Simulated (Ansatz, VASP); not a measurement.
# WC in VASP and in Ansatz

The input INCAR:

```
SYSTEM = WC
ALGO = Normal
EDIFF = 1E-7
ENCUT = 520
GGA = PS
ISIF = 2
ISMEAR = 0
LASPH = .TRUE.
LCHARG = .FALSE.
LREAL = .FALSE.
LWAVE = .FALSE.
NBANDS = 16
NELM = 60
PREC = Accurate
SIGMA = 0.15
```

File KPOINTS:

```
k-points
0
G
  18 18 18
  0 0 0
```

File POSCAR:

```
WC
1.0
    0.0000000000      2.1926840000      2.1049766400
    2.1926840000      0.0000000000      2.1049766400
    2.1926840000      2.1926840000      0.0000000000
W C
1 1
Direct
    0.0000000000      0.0000000000      0.0000000000
    0.5000000000      0.5000000000      0.5000000000
```

Input for Ansatz:

```yaml
crystal:
  lattice:
    - [0.0, 2.192684, 2.10497664]
    - [2.192684, 0.0, 2.10497664]
    - [2.192684, 2.192684, 0.0]
  atoms:
    - { symbol: W, position: [0.0, 0.0, 0.0] }
    - { symbol: C, position: [0.5, 0.5, 0.5] }
basis:
  ecutwfc: 420
kpoints:
  mp_grid: { grid: [18, 18, 18] }
hamiltonian:
  xc: pbesol
scf:
  occupations: { method: gaussian, width: 0.15 }
output:
  forces: true
  stress: true
  eigenvalues: true
```

Change from the starting cell: strain +0.000 along x and y, -0.040 along z, atoms carried along.

Alike in both runs: task single point; functional PBEsol; k mesh 18 × 18 × 18; occupations gaussian, width 0.15 eV; no spin polarisation.

```csv
,VASP,Ansatz
version,VASP 6.6.1,Ansatz 0.2.0
potentials or method,"VASP PAW PBE potentials, release 64 (W_sv, C), cutoff 520 eV","scalar-relativistic, plane waves, PAW"
valence electrons in the cell,18,18
```

VASP gave:

| Property | Result |
| --- | --- |
| gap on the k mesh at the Fermi level (eV) | none |
| pressure (GPa) | 8.0 |
| traceless stress, the component that is largest in VASP (GPa) | 19.98 |

Question: What did Ansatz give for the same quantities?

Answer: gap on the k mesh at the Fermi level (eV): none; pressure (GPa): 6.8; traceless stress, the component that is largest in VASP (GPa): 19.85.

VASP's potentials were made for PBE, not for PBEsol. A gap of «none» marks a metal or a gap that the smearing closes.

Neither program's run includes spin-orbit coupling.
